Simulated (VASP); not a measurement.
## W: relaxation of cell and atoms with LDA

Crystal: W.

```
W
1.0
    -1.56767    1.56767    1.56767
     1.56767   -1.56767    1.56767
     1.56767    1.56767   -1.56767
W
1
Direct
  0.00000 0.00000 0.00000
```

```yaml
Program: VASP 6.6.1
Task: relaxation of cell and atoms
Functional: LDA
Potentials_or_basis: VASP PAW LDA potentials, release 64 (W_sv)
Cutoff: 500 eV
k_mesh: 22 × 22 × 22
Occupations: fermi-dirac, width 0.08 eV
Spin: no spin polarisation
Target_pressure: 2 GPa
Dipole_correction: no
Further_INCAR_settings: ALGO = Normal; EDIFF = 1e-07; IBRION = 2; EDIFFG = -0.002; NSW = 100; ISIF = 3
```

The energy change on relaxing (the run minimises the enthalpy) is +0.0 meV/atom and the ionic steps are 4. The pressure after relaxing is 2.0 GPa and the band gap on the k mesh is zero (bands 7 and 8 overlap by 6.66 eV).

Final structure:
```
W
1.0
    -1.56763    1.56763    1.56763
     1.56763   -1.56763    1.56763
     1.56763    1.56763   -1.56763
W
1
Direct
  0.00000 0.00000 0.00000
```

Levels at points of the mesh, in eV from the Fermi level:
```tsv
k point	band 5	band 6	band 7	band 8	band 9	band 10
(0.00, 0.00, 0.00)	-9.71	-1.32	-1.32	-1.32	2.24	2.24
(0.50, 0.00, 0.00)	-6.46	-3.74	0.93	2.16	3.16	6.38
(0.50, 0.50, 0.50)	-6.09	-6.09	5.34	5.34	5.34	8.57
```

Wall time 120 s on 1 thread of Intel Xeon 8259CL, on a shared host, peak memory 0.17 GiB.

Caveat: the cell is relaxed towards a set pressure, so the run minimises the enthalpy, not the energy; spin-orbit coupling is left out, which moves the levels of the heavy elements.
